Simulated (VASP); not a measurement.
Runs of VASP 6.6.1 on GaSb3. The structure is that of space group I4/mmm (No. 139), or close to it. The cells are those of the table. 

```csv
cell,gap on the mesh (eV),pressure (GPa),largest force (eV/Å)
"a = 5.063, b = 5.063, c = 5.157 Å, angles 59.4, 59.4, 61.2°, 4 atoms",none,2.8,-
"a = 5.448, b = 5.379, c = 5.157 Å, angles 62.2, 62.6, 56.9°, 4 atoms",none,-4.6,0.04
"a = 4.882, b = 4.882, c = 5.157 Å, angles 58.1, 58.1, 63.8°, 4 atoms",none,(a),-
"a = 4.972, b = 4.972, c = 5.157 Å, angles 58.8, 58.8, 62.5°, 4 atoms",none,6.2,-
"a = 4.882, b = 4.813, c = 5.157 Å, angles 58.5, 59.0, 64.3°, 4 atoms",none,10.8,0.11
"a = 5.448, b = 5.448, c = 5.157 Å, angles 61.8, 61.8, 56.5°, 4 atoms",none,(b),-
"a = 5.350, b = 5.350, c = 5.157 Å, angles 61.2, 61.2, 57.6°, 4 atoms",none,-3.6,-
```

Alike in all rows: task single point; level PBEsol; potentials or basis VASP PAW PBE potentials, release 64 (Ga_d, Sb); no spin polarisation; k mesh 10 × 10 × 10; cutoff (eV) 520; smearing gaussian 0.15 eV.

Q: Fill in the values left out.

A: (a) 10.7; (b) -4.7.

Caveats: the PAW data sets were made with another functional, which shifts forces and pressure a little; spin-orbit coupling is left out, which moves the levels of the heavy elements; the cell stands under tension (at least some runs); the cell stands under pressure (at least some runs).

A k mesh can miss the band edges, and the runs leave out spin-orbit coupling on Ga, Sb.

A gap of «none» marks levels without a gap at the run's occupations.
